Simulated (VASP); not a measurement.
Input of a VASP 6.6.1 run:

File INCAR:

```
SYSTEM = Zn4H
ALGO = Normal ; EDIFF = 1E-7
ENCUT = 520 ; GGA = PE
ISIF = 2 ; ISMEAR = 0
LASPH = .TRUE. ; LCHARG = .FALSE.
LREAL = .FALSE. ; LWAVE = .FALSE.
NBANDS = 32 ; NELM = 100
PREC = Accurate ; SIGMA = 0.1
```

File KPOINTS:

```
k-points
0
G
  4 4 4
  0 0 0
```

POSCAR

```
Zn4H
1.0
    4.0407754876      0.0000000000      0.0000000000
    0.0000000000      4.0407754876      0.0000000000
    0.0000000000      0.0000000000      4.0407754876
Zn H
4 1
Direct
    0.2629488900      0.2629488900      0.2629488900
    0.7370511100      0.7370511100      0.2629488900
    0.7370511100      0.2629488900      0.7370511100
    0.2629488900      0.7370511100      0.7370511100
    0.0000000000      0.0000000000      0.0000000000
```

Potentials or basis: VASP PAW PBE potentials, release 64 (Zn, H).

The run is started by

```bash
$ cat potpaw_PBE.64/Zn/POTCAR potpaw_PBE.64/H/POTCAR > POTCAR
$ mpirun -np 1 vasp_std > vasp.out
```

(1) Predict the pressure.

(2) What does it give for the largest force?

Results:

(1) 0.0 GPa.

(2) 0.061 eV/Å.

Caveat: the k points lie up to 0.39 Å⁻¹ apart.
